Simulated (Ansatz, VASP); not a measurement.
TaN: VASP beside Ansatz

Contents of INCAR:

```
SYSTEM = TaN
PREC = Accurate
ENCUT = 600
EDIFF = 1E-6
ISMEAR = -1
SIGMA = 0.1
LREAL = .FALSE.
LASPH = .TRUE.
NELM = 120
ALGO = Normal
ISIF = 2
LWAVE = .FALSE.
LCHARG = .FALSE.
GGA = CA
NBANDS = 36
GGA_COMPAT = .FALSE.
```

File KPOINTS:

```
regular mesh
0
G
  2 2 4
  0 0 0
```

File POSCAR:

```
TaN
1.0
    5.1910000000      0.0000000000      0.0000000000
   -2.5955000000      4.4955378700      0.0000000000
    0.0000000000      0.0000000000      2.9080000000
Ta N
3 3
Direct
    0.0000000000      0.0000000000      0.0000000000
    0.3333333333      0.6666666667      0.5000000000
    0.6666666667      0.3333333333      0.5000000000
    0.5000000000      0.0000000000      0.0000000000
    0.5000000000      0.5000000000      0.0000000000
    0.0000000000      0.5000000000      0.0000000000
```

Input for Ansatz:

```yaml
crystal:
  lattice:
    - [5.191, 0.0, 0.0]
    - [-2.5955, 4.49553787, 0.0]
    - [0.0, 0.0, 2.908]
  atoms:
    - { symbol: Ta, position: [0.0, 0.0, 0.0] }
    - { symbol: Ta, position: [0.3333333333333333, 0.6666666666666666, 0.5] }
    - { symbol: Ta, position: [0.6666666666666666, 0.3333333333333333, 0.5] }
    - { symbol: "N", position: [0.5, 0.0, 0.0] }
    - { symbol: "N", position: [0.5, 0.5, 0.0] }
    - { symbol: "N", position: [0.0, 0.5, 0.0] }
basis:
  ecutwfc: 450.0
kpoints:
  mp_grid:
    grid: [2, 2, 4]
hamiltonian:
  xc: lda
scf:
  occupations:
    method: fermi_dirac
    width: 0.1
output:
  forces: true
  stress: true
```

Alike in both runs: task single point; functional LDA; k mesh 2 × 2 × 4; occupations fermi-dirac, width 0.1 eV; no spin polarisation.

|  | VASP | Ansatz |
| --- | --- | --- |
| version | VASP 6.6.1 | Ansatz 0.2.0 |
| potentials or method | VASP PAW LDA potentials, release 64 (Ta_sv_GW, N), cutoff 600 eV | plane waves, PAW |
| valence electrons in the cell | 54 | 54 |

Ansatz gave:

```
pressure (GPa)                                                : -5.1
traceless stress, the component that is largest in VASP (GPa) : -0.56
```

Which values does VASP return?

Pressure (GPa): -4.0; traceless stress, the component that is largest in VASP (GPa): -0.15.

LDA's correlation is that of Perdew and Zunger in VASP and of Perdew and Wang (1992) in Ansatz.

The k mesh is coarse, so the values compare programs but aren't converged. Spin-orbit coupling is off throughout.
